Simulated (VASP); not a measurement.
# HgTe (Coloradoite) (F-43m) in VASP: notebook, part 2 of 2

VASP 6.6.1. Earlier steps stand in the parts before.

## Step 4: Single point, LDA, non-collinear spin, zero start, spin-orbit coupling

INCAR reads:

```
SYSTEM = HgTe
  PREC = Accurate
  ENCUT = 520
  EDIFF = 1E-6
  ISMEAR = -1
  SIGMA = 0.1
  LREAL = .FALSE.
  LASPH = .TRUE.
  NELM = 150
  ALGO = Normal
  ISIF = 2
  LWAVE = .FALSE.
  LCHARG = .FALSE.
  MAGMOM = 0 0 0 0 0 0
  LORBIT = 11
  LSORBIT = .TRUE.
  GGA_COMPAT = .FALSE.
  LORBMOM = .TRUE.
  GGA = CA
  NBANDS = 30
```

KPOINTS reads:

```
regular mesh
0
G
  6 6 6
  0 0 0
```

POSCAR reads:

```
HgTe
1.0
    0.0000000000      3.2145000000      3.2145000000
    3.2145000000      0.0000000000      3.2145000000
    3.2145000000      3.2145000000      0.0000000000
Hg Te
1 1
Direct
    0.0000000000      0.0000000000      0.0000000000
    0.7500000000      0.7500000000      0.7500000000
```

Potentials or basis: VASP PAW LDA potentials, release 64 (Hg, Te).

On the command line:

```console
> cat potpaw_LDA.64/Hg/POTCAR potpaw_LDA.64/Te/POTCAR > POTCAR
> mpirun -np 1 vasp_ncl > vasp.out
```

OUTCAR:

```text
SYSTEM = HgTe
   PREC = Accurate
   ENCUT = 520
   EDIFF = 1E-6
   ISMEAR = -1
   LREAL = .FALSE.
   LASPH = .TRUE.
   NELM = 150
   ISIF = 2
   LORBIT = 11
   LSORBIT = .TRUE.
   GGA = CA

 ion  position               nearest neighbor table
   1  0.000  0.000  0.000-   2 2.78   2 2.78   2 2.78   2 2.78
   2  0.750  0.750  0.750-   1 2.78   1 2.78   1 2.78   1 2.78

  LATTYP: Found a face centered cubic cell.
 ALAT       =     6.4290000000

  Lattice vectors:

 A1 = (   0.0000000000,   3.2145000000,   3.2145000000)
 A2 = (   3.2145000000,   0.0000000000,   3.2145000000)
 A3 = (   3.2145000000,   3.2145000000,   0.0000000000)

Analysis of symmetry for initial positions (statically):
=====================================================================
 Subroutine PRICEL returns:
 Original cell was already a primitive cell.

 Routine SETGRP: Setting up the symmetry group for a
 face centered cubic supercell.

 Subroutine GETGRP returns: Found 24 space group operations
 (whereof 24 operations were pure point group operations)
 out of a pool of 48 trial point group operations.

The static configuration has the point symmetry T_d .

Analysis of symmetry for dynamics (positions and initial velocities):
=====================================================================
 Subroutine PRICEL returns:
 Original cell was already a primitive cell.

 Routine SETGRP: Setting up the symmetry group for a
 face centered cubic supercell.

 Subroutine GETGRP returns: Found 24 space group operations
 (whereof 24 operations were pure point group operations)
 out of a pool of 48 trial point group operations.

The dynamic configuration has the point symmetry T_d .

Analysis of structural, dynamic, and magnetic symmetry:
=====================================================================
 Subroutine PRICEL returns:
 Original cell was already a primitive cell.

 Routine SETGRP: Setting up the symmetry group for a
 face centered cubic supercell.

[... 928 lines left out ...]
 # of ion     p       d       tot
 ----------------------------------------
  1        -0.000  -0.000  -0.000
  2         0.000  -0.000   0.000
 ----------------------------------------
           -0.000  -0.000  -0.000

 orbital moment (z)

 # of ion     p       d       tot
 ----------------------------------------
  1         0.000   0.000   0.000
  2         0.000   0.000   0.000
 ----------------------------------------
            0.000   0.000   0.000

 Spin-Orbit-Coupling matrix elements

 Ion:    1  E_soc:     -0.6194971
 l=   1
     0.0000000    -0.0343876    -0.0343876
    -0.0343876     0.0000000    -0.0343876
    -0.0343876    -0.0343876     0.0000000
 l=   2
     0.0000000    -0.0136669     0.0000000    -0.0136669    -0.0551951
    -0.0136669     0.0000000    -0.0413963    -0.0136669    -0.0137988
     0.0000000    -0.0413963     0.0000000    -0.0413963     0.0000000
    -0.0136669    -0.0136669    -0.0413963     0.0000000    -0.0137988
    -0.0551951    -0.0137988     0.0000000    -0.0137988     0.0000000
 l=   3
     0.0000000     0.0000000     0.0000000     0.0000000     0.0000000     0.0000000     0.0000000
     0.0000000     0.0000000     0.0000000     0.0000000     0.0000000     0.0000000     0.0000000
     0.0000000     0.0000000     0.0000000     0.0000000     0.0000000     0.0000000     0.0000000
     0.0000000     0.0000000     0.0000000     0.0000000     0.0000000     0.0000000     0.0000000
     0.0000000     0.0000000     0.0000000     0.0000000     0.0000000     0.0000000     0.0000000
     0.0000000     0.0000000     0.0000000     0.0000000     0.0000000     0.0000000     0.0000000
     0.0000000     0.0000000     0.0000000     0.0000000     0.0000000     0.0000000     0.0000000

 Ion:    2  E_soc:     -0.2277527
 l=   1
     0.0000000    -0.0377863    -0.0377863
    -0.0377863     0.0000000    -0.0377863
    -0.0377863    -0.0377863     0.0000000
 l=   2
     0.0000000    -0.0000651     0.0000000    -0.0000651    -0.0001074
    -0.0000651     0.0000000    -0.0000806    -0.0000651    -0.0000269
     0.0000000    -0.0000806     0.0000000    -0.0000806     0.0000000
    -0.0000651    -0.0000651    -0.0000806     0.0000000    -0.0000269
    -0.0001074    -0.0000269     0.0000000    -0.0000269     0.0000000
 l=   3
     0.0000000     0.0000000     0.0000000     0.0000000     0.0000000     0.0000000     0.0000000
     0.0000000     0.0000000     0.0000000     0.0000000     0.0000000     0.0000000     0.0000000
     0.0000000     0.0000000     0.0000000     0.0000000     0.0000000     0.0000000     0.0000000
     0.0000000     0.0000000     0.0000000     0.0000000     0.0000000     0.0000000     0.0000000
     0.0000000     0.0000000     0.0000000     0.0000000     0.0000000     0.0000000     0.0000000
     0.0000000     0.0000000     0.0000000     0.0000000     0.0000000     0.0000000     0.0000000
     0.0000000     0.0000000     0.0000000     0.0000000     0.0000000     0.0000000     0.0000000

 total charge

# of ion       s       p       d       tot
------------------------------------------
    1        0.759   0.449   9.352  10.560
    2        1.375   1.976   0.037   3.388
--------------------------------------------------
tot          2.134   2.425   9.389  13.948

 magnetization (x)

# of ion       s       p       d       tot
------------------------------------------
    1       -0.000   0.000   0.000  -0.000
    2       -0.000  -0.000  -0.000  -0.000
--------------------------------------------------
tot         -0.000   0.000   0.000  -0.000

 magnetization (y)

# of ion       s       p       d       tot
------------------------------------------
    1       -0.000   0.000  -0.000  -0.000
    2        0.000   0.000   0.000   0.000
--------------------------------------------------
tot         -0.000   0.000  -0.000  -0.000

 magnetization (z)

# of ion       s       p       d       tot
------------------------------------------
    1       -0.000   0.000   0.000   0.000
    2       -0.000  -0.000   0.000  -0.000
--------------------------------------------------
tot         -0.000   0.000   0.000   0.000
```

OSZICAR:

```text
N       E                     dE             d eps       ncg     rms          rms(c)
DAV:   1     0.116307659241E+03    0.11631E+03   -0.78556E+03  1320   0.104E+03
DAV:   2    -0.222846068093E-01   -0.11633E+03   -0.11041E+03  1466   0.258E+02
DAV:   3    -0.560378806078E+01   -0.55815E+01   -0.55356E+01  1512   0.560E+01
DAV:   4    -0.567490229351E+01   -0.71114E-01   -0.71078E-01  1656   0.581E+00
DAV:   5    -0.567567441138E+01   -0.77212E-03   -0.77211E-03  1520   0.622E-01    0.978E+00
DAV:   6    -0.545766403914E+01    0.21801E+00   -0.41024E-01  1488   0.963E+00    0.721E+00
DAV:   7    -0.544635086170E+01    0.11313E-01   -0.13072E-01  1476   0.255E+00    0.323E+00
DAV:   8    -0.544333604300E+01    0.30148E-02   -0.99528E-03  1482   0.117E+00    0.116E+00
DAV:   9    -0.544297698297E+01    0.35906E-03   -0.89913E-04  1398   0.266E-01    0.327E-01
DAV:  10    -0.544293382142E+01    0.43162E-04   -0.35641E-04  1518   0.239E-01    0.792E-02
DAV:  11    -0.544292669931E+01    0.71221E-05   -0.30014E-05  1458   0.776E-02    0.233E-02
DAV:  12    -0.544292764204E+01   -0.94273E-06   -0.13313E-05  1716   0.340E-02    0.187E-02
DAV:  13    -0.544292743623E+01    0.20581E-06   -0.74467E-07   992   0.723E-03
   1 F= -.54429274E+01 E0= -.54407600E+01  d E =-.433478E-02  mag=    -0.0000     0.0000     0.0000
```

stdout:

```text
POSCAR found type information on POSCAR HgTe
 POSCAR found :  2 types and       2 ions
 scaLAPACK will be used
 LDA part: xc-table for (Slater(with rela. corr.)+CA(PZ))
 , standard interpolation
 POSCAR, INCAR and KPOINTS ok, starting setup
 FFT: planning ... GRIDC
 FFT: planning ... GRID_SOFT
 FFT: planning ... GRID
 WAVECAR not read
 entering main loop
```

Run time: 91 s. Hardware: 1 thread of Intel Xeon Platinum 8259CL at 2.50GHz (Skylake/Cascade Lake), shared host; peak memory 0.32 GiB.

Results:

```yaml
Free_energy: -5.4429 eV
Pressure: 0.2 GPa
Net_moment: 0.00 μB per cell
Valence_electrons_inside_the_program's_atomic_spheres: Hg 10.56; Te 3.39
```

Moments on the atoms (μB; x, y, z):
```
Hg  0.00 0.00 0.00
Te  0.00 0.00 0.00
```

## Step 5: Single point, LDA, non-collinear spin, zero start, spin-orbit coupling

INCAR reads:

```
  ALGO = Normal
  EDIFF = 1E-6
  ENCUT = 520
  GGA_COMPAT = F
  ISIF = 2
  ISMEAR = -1
  LASPH = T
  LCHARG = F
  LORBIT = 11
  LORBMOM = T
  LREAL = F
  LSORBIT = T
  LWAVE = F
  MAGMOM = 0 0 0 0 0 0
  NBANDS = 30
  NELM = 150
  PREC = Accurate
  SIGMA = 0.1
```

KPOINTS reads:

```
k-points
0
Gamma
  6 6 6
```

POSCAR is that of step 4.

On the command line:

```console
> cat potpaw_LDA.64/Hg/POTCAR potpaw_LDA.64/Te/POTCAR > POTCAR
> mpirun -np 1 vasp_ncl > vasp.out
```

Wall time 80 s (1 thread of Intel Xeon Platinum 8259CL at 2.50GHz (Skylake/Cascade Lake), shared host); peak memory 0.32 GiB.

The run converged. Its results:

- Free energy: -5.4429 eV
- Pressure: 0.2 GPa
- Net moment: 0.00 μB per cell
- Valence electrons inside the program's atomic spheres: Hg 10.56; Te 3.39

Moments on the atoms (μB; x, y, z):
```
Hg  0.00 0.00 0.00
Te  0.00 0.00 0.00
```

## Step 6: Overview

| task | level | potentials or basis | spin | cell | k mesh | cutoff (eV) | smearing | gap on the mesh (eV) | pressure (GPa) | relaxed volume (Å³/atom) |
| --- | --- | --- | --- | --- | --- | --- | --- | --- | --- | --- |
| relaxation of cell and atoms | revPBE | VASP PAW PBE potentials, release 64 (Hg, Te) | off | relaxed | 7 × 7 × 7 | 600 | fermi-dirac 0.05 eV | none | 0.0 | 38.08 |
| relaxation of cell and atoms | BLYP | VASP PAW PBE potentials, release 64 (Hg, Te) | off | relaxed | 7 × 7 × 7 | 600 | fermi-dirac 0.05 eV | none | 0.0 | 40.18 |
| single point | LDA | VASP PAW LDA potentials, release 64 (Hg, Te) | non-collinear, zero start, SOC | as given | 6 × 6 × 6 | 520 | fermi-dirac 0.1 eV | - | 0.2 | - |

Caveats: the PAW data sets were made with another functional, which shifts forces and pressure a little (some runs); spin-orbit coupling is left out, which moves the levels of the heavy elements (some runs); the volume moved by +15 % from the deposited cell, more than functionals usually miss (some runs); the volume moved by over 15 % at a fixed basis, so the end points are rough (some runs); the volume moved by +21 % from the deposited cell, more than functionals usually miss (some runs).

Total energies depend on the potentials used, so only differences within one code and one set of settings carry meaning.
